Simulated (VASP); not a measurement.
# Al2Cu (Pmm2) in VASP: a series of runs

Runs on Al2Cu. Level: PBE. Tasks: single point.

Program: VASP 6.6.1. These are calculated values, not measurements. Logs are shortened: lines on timing, memory, paths and dates and some standing lists are left out, and cuts for length are marked.

**1. The cell of the first run**

Symmetry: Pmm2, No. 25, orthorhombic system. Conventional cell: a = 2.885 Å, b = 4.231 Å, c = 4.231 Å, α = 90.00°, β = 90.00°, γ = 90.00°. Al (site symmetry mm2) has 4 Cu at 2.56 Å and 6 Al at 2.88 to 3.06 Å within 3.4 Å. Within 3.3 Å of Al (site symmetry mm2) lie 4 Cu at 2.48 to 2.64 Å and 6 Al at 2.88 to 3.06 Å. Cu (site symmetry mm2) has 8 Al at 2.48 to 2.64 Å and 2 Cu at 2.88 Å within 3.3 Å.

**2. Single point, PBE**

INCAR

```
  PREC = Accurate
  ENCUT = 520
  EDIFF = 1E-6
  ISMEAR = 0
  SIGMA = 0.15
  LREAL = F
  LASPH = T
  NELM = 60
  ALGO = Fast
  ISIF = 2
  LWAVE = F
  LCHARG = F
  GGA = PE
  NBANDS = 16
```

KPOINTS

```
Automatic mesh
0
Gamma
  10 10 14
```

POSCAR

```
Al2Cu
1.0
    4.2311976689      0.0000000000      0.0000000000
    0.0000000000      4.2311976689      0.0000000000
    0.0000000000      0.0000000000      2.8847334069
Al Cu
2 1
Direct
    0.5000000000      0.0039076392      0.5000000000
    0.0000000000      0.4827718519      0.5000000000
    0.0000000000      0.0056558685      0.0000000000
```

Potentials or basis: VASP PAW PBE potentials, release 64 (Al, Cu).

On the command line:

```sh
cat potpaw_PBE.64/Al/POTCAR potpaw_PBE.64/Cu/POTCAR > POTCAR
mpirun -np 1 vasp_std > vasp.out
```

OUTCAR:

```text
PREC = Accurate
   ENCUT = 520
   EDIFF = 1E-6
   ISMEAR = 0
   LREAL = F
   LASPH = T
   NELM = 60
   ISIF = 2
   GGA = PE

 ion  position               nearest neighbor table
   1  0.500  0.004  0.500-   3 2.56   3 2.56   3 2.56   3 2.56   2 2.93   2 2.93   2 3.06   2 3.06

   2  0.000  0.483  0.500-   3 2.48   3 2.48   3 2.64   3 2.64   1 2.93   1 2.93   1 3.06   1 3.06

   3  0.000  0.006  0.000-   2 2.48   2 2.48   1 2.56   1 2.56   1 2.56   1 2.56   2 2.64   2 2.64

  LATTYP: Found a simple tetragonal cell.
 ALAT       =     4.2311976689
 C/A-ratio  =     0.6817770363

  Lattice vectors:

 A1 = (   4.2311976689,   0.0000000000,   0.0000000000)
 A2 = (   0.0000000000,   4.2311976689,   0.0000000000)
 A3 = (   0.0000000000,   0.0000000000,   2.8847334069)

Analysis of symmetry for initial positions (statically):
=====================================================================
 Subroutine PRICEL returns:
 Original cell was already a primitive cell.

 Routine SETGRP: Setting up the symmetry group for a
 simple tetragonal supercell.

 Subroutine GETGRP returns: Found  4 space group operations
 (whereof  4 operations were pure point group operations)
 out of a pool of 16 trial point group operations.

The static configuration has the point symmetry C_2v.

Analysis of symmetry for dynamics (positions and initial velocities):
=====================================================================
 Subroutine PRICEL returns:
 Original cell was already a primitive cell.

 Routine SETGRP: Setting up the symmetry group for a
 simple tetragonal supercell.

 Subroutine GETGRP returns: Found  4 space group operations
 (whereof  4 operations were pure point group operations)
 out of a pool of 16 trial point group operations.

The dynamic configuration has the point symmetry C_2v.

 Subroutine INISYM returns: Found  4 space group operations
 (whereof  4 operations are pure point group operations),
 and found     1 'primitive' translations

----------------------------------------------------------------------------------------

                                     Primitive cell

  volume of cell :      51.6455

  direct lattice vectors                    reciprocal lattice vectors
[... 81 lines left out ...]
   ISTART =      0    job   : 0-new  1-cont  2-samecut
   ICHARG =      2    charge: 1-file 2-atom 10-const
   ISPIN  =      1    spin polarized calculation?
   LNONCOLLINEAR =      F non collinear calculations
   LSORBIT =      F    spin-orbit coupling
   LASPH  =      T    aspherical Exc in radial PAW
   ENCUT  =  520.0 eV  38.22 Ry    6.18 a.u.   7.87  7.87  5.36*2*pi/ulx,y,z
   NELM   =     60;   NELMIN=  2; NELMDL= -5     # of ELM steps
   EDIFF  = 0.1E-05   stopping-criterion for ELM
   LREAL  =      F    real-space projection
   EDIFFG = 0.1E-04   stopping-criterion for IOM
   NSW    =      0    number of steps for IOM
   IBRION =     -1    ionic relax: 0-MD 1-quasi-New 2-CG
   NFREE  =      0    steps in history (QN), initial steepest desc. (CG)
   ISIF   =      2    stress and relaxation
   ISYM   =      2    0-nonsym 1-usesym 2-fastsym
   POTIM  = 0.5000    time-step for ionic-motion
   TEBEG  =    0.0;   TEEND  =   0.0 temperature during run
   PSTRESS=    0.0 pullay stress
   NELECT =      17.0000    total number of electrons
   NUPDOWN=      -1.0000    fix difference up-down
   EMIN   =  10.00;   EMAX   =-10.00  energy-range for DOS
   EFERMI =   0.00;   METHOD = LEGACY
   ISMEAR =     0;   SIGMA  =   0.15  broadening in eV -4-tet -1-fermi 0-gaus
   EFERMI_NEDOS =   21; number of points for ismear=-14 and -15
   IALGO  =     68    algorithm
   IMIX   =      4    mixing-type and parameters
     AMIX     =   0.40;   BMIX     =  1.00
     AMIX_MAG =   1.60;   BMIX_MAG =  1.00
  volume/ion in A,a.u.               =      17.22       116.17
  Fermi-wavevector in a.u.,A,eV,Ry     =   1.130352  2.136056 17.384104  1.277696
  Thomas-Fermi vector in A             =   2.267048
   LORBIT       =      0    0 simple, 1 ext, 2 COOP (PROOUT), +10 PAW based schemes
   GGA     = PE    functional components
   LHFCALC =     F    Hartree Fock is set to
   AEXX    =    0.0000 exact exchange contribution
   IVDW    =     0    specifies the selected vdW correction
   LEPSILON=     F    determine dielectric tensor
   LRPA    =     F    only Hartree local field effects (RPA)
 non-spin polarized calculation
 RMM-DIIS sequential band-by-band and
 Gauss-broadening in eV      SIGMA  =   0.15
  energy-cutoff  :      520.00
  volume of cell :       51.65
 maximum number of plane-waves:      1419
   NGX = 15   NGY = 15   NGZ = 11

 number of electron      16.9999997 magnetization

 Free energy of the ion-electron system (eV)
  ---------------------------------------------------
  ext. energy  EPLUGINS =         0.00000000
  ---------------------------------------------------
  free energy    TOTEN  =       -11.23348473 eV

  energy without entropy =      -11.22267443  energy(sigma->0) =      -11.22807958

 E-fermi :   6.5780     XC(G=0): -10.1474

 val. band max:        6.5689476547   @ k =   0.2000   0.1000   0.5000
 cond. band min:       6.5802586684   @ k =  -0.1000   0.2000   0.5000
 fundamental gap:      0.0113110138
 Fermi energy:         6.5779651886

 k-point     1 :       0.0000    0.0000    0.0000
  band No.  band energies     occupation
      1      -3.5870      2.00000
      2       1.3194      2.00000
      3       1.9259      2.00000
      4       2.5260      2.00000
      5       2.7620      2.00000
      6       2.7700      2.00000
[... 433 lines left out ...]
      3       1.6627      2.00000
      4       2.1991      2.00000
      5       2.4858      2.00000
      6       2.7490      2.00000
[... 8 lines left out ...]
     15      16.5036      0.00000
     16      17.9091      0.00000

 [... further k-points ...]
[... 5 lines left out ...]
  --------------------------------------------------------------------------------------
  -------------------------------------------------------------------------------------
  Total       -1.2971828     -1.1564873     -0.8760850      0.0000000      0.0000000      0.0000000
  in kB      -40.2419908    -35.8772503    -27.1784396      0.0000000      0.0000000      0.0000000
  external PRESSURE =     -34.4325602 kB  Pullay stress =       0.0000000 kB

 VOLUME and BASIS-vectors are now :
 -----------------------------------------------------------------------------
  energy-cutoff  :      520.00
  volume of cell :       51.65
      direct lattice vectors                 reciprocal lattice vectors
     4.231197669  0.000000000  0.000000000     0.236339703  0.000000000  0.000000000
     0.000000000  4.231197669  0.000000000     0.000000000  0.236339703  0.000000000
     0.000000000  0.000000000  2.884733407     0.000000000  0.000000000  0.346652484

 POSITION                                       TOTAL-FORCE (eV/Angst)
 -----------------------------------------------------------------------------------
      2.11560      0.01653      1.44237         0.000000     -0.137670      0.000000
      0.00000      2.04270      1.44237         0.000000      0.671928      0.000000
      0.00000      0.02393      0.00000         0.000000     -0.534258      0.000000
 -----------------------------------------------------------------------------------
    total drift:                                0.000000     -0.001168      0.000011

  FREE ENERGIE OF THE ION-ELECTRON SYSTEM (eV)
  ---------------------------------------------------
  free  energy   TOTEN  =       -11.2334847273 eV

  energy  without entropy=      -11.2226744331  energy(sigma->0) =      -11.22807958
```

OSZICAR:

```text
N       E                     dE             d eps       ncg     rms          rms(c)
DAV:   1     0.615591729049E+02    0.61559E+02   -0.68327E+03  9248   0.109E+03
DAV:   2    -0.106119284464E+02   -0.72171E+02   -0.63921E+02  9816   0.197E+02
DAV:   3    -0.131774868608E+02   -0.25656E+01   -0.25063E+01 12552   0.423E+01
DAV:   4    -0.132354926683E+02   -0.58006E-01   -0.57984E-01 11120   0.541E+00
DAV:   5    -0.132386093213E+02   -0.31167E-02   -0.31166E-02 14864   0.141E+00    0.134E+01
RMM:   6    -0.150270431414E+02   -0.17884E+01   -0.32246E+01 11480   0.865E+01    0.117E+01
RMM:   7    -0.113242385604E+02    0.37028E+01   -0.90382E+00 10331   0.494E+01    0.150E+00
RMM:   8    -0.112452030095E+02    0.79036E-01   -0.84772E-01  9902   0.142E+01    0.143E+00
RMM:   9    -0.112321354648E+02    0.13068E-01   -0.10913E-01 10979   0.456E+00    0.388E-01
RMM:  10    -0.112356033140E+02   -0.34678E-02   -0.42061E-02 11712   0.258E+00    0.456E-01
RMM:  11    -0.112330735050E+02    0.25298E-02   -0.12966E-02 11751   0.159E+00    0.636E-02
RMM:  12    -0.112334769036E+02   -0.40340E-03   -0.38068E-03 12987   0.556E-01    0.752E-02
RMM:  13    -0.112334496179E+02    0.27286E-04   -0.75184E-04 12170   0.326E-01    0.214E-02
RMM:  14    -0.112334820535E+02   -0.32436E-04   -0.42177E-04 14144   0.151E-01    0.925E-03
RMM:  15    -0.112334843388E+02   -0.22853E-05   -0.28546E-05 12595   0.391E-02    0.728E-03
RMM:  16    -0.112334847273E+02   -0.38847E-06   -0.38472E-06 10160   0.186E-02
   1 F= -.11233485E+02 E0= -.11228080E+02  d E =-.108103E-01
```

It took 74 s on 1 thread of Intel Xeon 6975P-C (Granite Rapids), shared host; peak memory 0.33 GiB.

What came out:

| Property | Result |
| --- | --- |
| Free energy | -11.2335 eV |
| Pressure | -3.4 GPa |
| Largest force | 0.672 eV/Å |

Forces on the atoms (eV/Å):
```
Al   0.000 -0.138  0.000
Al   0.000  0.672  0.000
Cu   0.000 -0.534  0.000
```

Stress tensor (GPa, compression positive):
```
-4.02  0.00  0.00
 0.00 -3.59  0.00
 0.00  0.00 -2.72
```

Levels at points of the mesh, in eV from the Fermi level:
| k point | band 6 | band 7 | band 8 | band 9 | band 10 | band 11 | band 12 | band 13 |
| --- | --- | --- | --- | --- | --- | --- | --- | --- |
| (0.00, 0.00, 0.00) | -3.81 | -2.39 | -2.37 | -0.53 | 0.80 | 5.55 | 5.55 | 6.40 |
| (0.50, 0.00, 0.00) | -3.83 | -3.81 | -1.14 | 1.33 | 1.41 | 1.54 | 7.71 | 7.91 |
| (0.00, 0.50, 0.00) | -3.84 | -3.80 | -1.18 | 1.38 | 1.39 | 1.54 | 7.69 | 7.93 |
| (0.50, 0.50, 0.00) | -4.05 | -3.84 | -3.83 | -2.32 | 8.27 | 8.28 | 8.88 | 9.11 |
| (0.00, 0.00, 0.50) | -3.87 | -2.80 | 2.10 | 2.45 | 2.45 | 2.75 | 2.79 | 3.06 |
| (0.50, 0.00, 0.50) | -3.93 | -2.86 | -2.28 | -1.59 | 3.58 | 3.90 | 4.07 | 4.66 |
| (0.00, 0.50, 0.50) | -3.94 | -2.85 | -2.25 | -1.58 | 3.53 | 3.86 | 4.25 | 4.52 |
| (0.50, 0.50, 0.50) | -3.16 | -2.19 | -2.19 | -0.66 | -0.64 | -0.18 | -0.16 | 2.52 |

**3. Single point, PBE**

INCAR

```
PREC = Accurate
ENCUT = 520
EDIFF = 1E-6
ISMEAR = 0
SIGMA = 0.15
LREAL = False
LASPH = True
NELM = 100
ALGO = Fast
ISIF = 2
LWAVE = False
LCHARG = False
GGA = PE
NBANDS = 16
```

KPOINTS

```
regular mesh
0
Gamma
  10 10 14
```

POSCAR

```
Al2Cu
1.0
    4.2311976689      0.0000000000      0.0000000000
    0.0000000000      4.2311976689      0.0000000000
    0.0000000000      0.0000000000      2.8847334069
Al Cu
2 1
Direct
    0.5000000000      0.0019538196      0.5000000000
    0.0000000000      0.4913859260      0.5000000000
    0.0000000000      0.0028279343      0.0000000000
```

Potentials or basis: VASP PAW PBE potentials, release 64 (Al, Cu).

On the command line:

```sh
cat potpaw_PBE.64/Al/POTCAR potpaw_PBE.64/Cu/POTCAR > POTCAR
mpirun -np 1 vasp_std > vasp.out
```

It took 82 s on 1 thread of Intel Xeon 6975P-C (Granite Rapids), shared host; peak memory 0.33 GiB.

The run converged. Its results:

```yaml
Free_energy: -11.2574 eV
Pressure: -4.3 GPa
Largest_force: 0.333 eV/Å
```

Forces on the atoms (eV/Å):
```
Al   0.000 -0.068  0.000
Al   0.000  0.333  0.000
Cu   0.000 -0.265  0.000
```

Stress tensor (GPa, compression positive):
```
-4.75  0.00  0.00
 0.00 -4.64  0.00
 0.00  0.00 -3.65
```

Levels at points of the mesh, in eV from the Fermi level:
| k point | band 6 | band 7 | band 8 | band 9 | band 10 | band 11 | band 12 | band 13 |
| --- | --- | --- | --- | --- | --- | --- | --- | --- |
| (0.00, 0.00, 0.00) | -3.80 | -2.39 | -2.38 | -0.53 | 0.81 | 5.54 | 5.54 | 6.41 |
| (0.50, 0.00, 0.00) | -3.82 | -3.79 | -1.15 | 1.35 | 1.42 | 1.51 | 7.72 | 7.92 |
| (0.00, 0.50, 0.00) | -3.82 | -3.79 | -1.17 | 1.37 | 1.41 | 1.51 | 7.71 | 7.93 |
| (0.50, 0.50, 0.00) | -4.04 | -3.82 | -3.82 | -2.32 | 8.28 | 8.29 | 8.90 | 9.10 |
| (0.00, 0.00, 0.50) | -3.86 | -2.78 | 2.11 | 2.46 | 2.46 | 2.75 | 2.76 | 3.05 |
| (0.50, 0.00, 0.50) | -3.92 | -2.86 | -2.27 | -1.58 | 3.58 | 3.88 | 4.16 | 4.57 |
| (0.00, 0.50, 0.50) | -3.93 | -2.86 | -2.26 | -1.58 | 3.57 | 3.88 | 4.21 | 4.52 |
| (0.50, 0.50, 0.50) | -3.17 | -2.18 | -2.18 | -0.67 | -0.63 | -0.18 | -0.18 | 2.52 |
